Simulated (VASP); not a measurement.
Runs of VASP 6.6.1 on Co. The structure is that of space group P6_3/mmc (No. 194), or close to it. The cells are those of the table. 

```tsv
cell	gap on the mesh (eV)	pressure (GPa)	moment (μB)
a = 2.459, b = 2.459, c = 7.968 Å, angles 90.0, 90.0, 120.0°, 4 atoms	none	-10.5	6.16
a = 2.427, b = 2.427, c = 7.865 Å, angles 90.0, 90.0, 120.0°, 4 atoms	none	-1.0	6.02
a = 2.520, b = 2.520, c = 8.167 Å, angles 90.0, 90.0, 120.0°, 4 atoms	none	-23.8	(b)
a = 2.490, b = 2.490, c = 8.069 Å, angles 90.0, 90.0, 120.0°, 4 atoms	none	-17.9	6.30
a = 2.394, b = 2.394, c = 7.758 Å, angles 90.0, 90.0, 120.0°, 4 atoms	none	10.8	(a)
```

Alike in all rows: task single point; level LDA; potentials or basis VASP PAW LDA potentials, release 64 (Co); spin collinear, ferromagnetic start; k mesh 17 × 17 × 5; cutoff (eV) 520; smearing fermi-dirac 0.05 eV.

Fill in the values left out.

(a) 5.86; (b) 6.41.

Caveats: the cell stands under tension (at least some runs); the cell stands under pressure (at least some runs).

A gap of «none» marks levels without a gap at the run's occupations.
